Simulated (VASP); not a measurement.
Wanted: the native input for a VASP 6.6.1 run.

- Task: single point
- Functional: PBE
- Potentials or basis: VASP PAW PBE potentials, release 64 (Ti_sv, H)
- Cutoff: 520 eV
- k mesh: 5 × 6 × 1
- Occupations: gaussian, width 0.1 eV
- Spin: no spin polarisation
- Dipole correction: yes
- Further INCAR settings: ALGO = Normal; EDIFF = 1e-07; NBANDS = 86

The structure of Ti6H lies in POSCAR:

```
Ti6H
1.0
    5.6639455763      0.0000000000      0.0000000000
    0.0000000000      4.5793473381      0.0000000000
    0.0000000000      0.0000000000     24.5506933039
Ti H
12 2
Direct
    0.2500000000      0.0000000000      0.1629281891
    0.7500000000      0.0000000000      0.1629281891
    0.0000000000      0.5000000000      0.2167736627
    0.5000000000      0.5000000000      0.2167736627
    0.2500000000      0.0000000000      0.2706191363
    0.7500000000      0.0000000000      0.2706191363
    0.2500000000      0.5000000000      0.3256599435
    0.7500000000      0.5000000000      0.3256599435
    0.0000000000      0.0000000000      0.3779650127
    0.5000000000      0.0000000000      0.3779650127
    0.2500000000      0.5000000000      0.4297513383
    0.7500000000      0.5000000000      0.4297513383
   -0.0573804949      0.0000000000      0.5356546612
    0.0573804949      0.0000000000      0.5356546612
```

One way to write it, as run:

INCAR

```
SYSTEM = Ti6H
PREC = Accurate ; ENCUT = 520
EDIFF = 1E-7 ; ISMEAR = 0
SIGMA = 0.1 ; LREAL = .False.
LASPH = .True. ; NELM = 60
ALGO = Normal ; ISIF = 2
LWAVE = .False. ; LCHARG = .True.
LDIPOL = .True. ; IDIPOL = 3
DIPOL = 0.5 0.5 0.331 ; GGA = PE
LELF = .True. ; LVHAR = .True.
LVACPOTAV = .True. ; NBANDS = 86
```

KPOINTS

```
Automatic mesh
0
Gamma
  5 6 1
  0 0 0
```

Potentials or basis: VASP PAW PBE potentials, release 64 (Ti_sv, H).

Launch:

```sh
$ cat potpaw_PBE.64/Ti_sv/POTCAR potpaw_PBE.64/H/POTCAR > POTCAR
$ mpirun -np 1 vasp_std > vasp.out
```

It gave:

* Largest force: 4.917 eV/Å
* Band gap on the k mesh: zero (band 73 reaches 0.65 eV, above the bottom of band 74 at 0.53 eV)

Run time: 45 min on 1 thread of Intel(R) Xeon(R) Platinum 8259CL CPU @ 2.50GHz (Skylake/Cascade Lake), with other jobs on the host, peak memory 0.89 GiB.
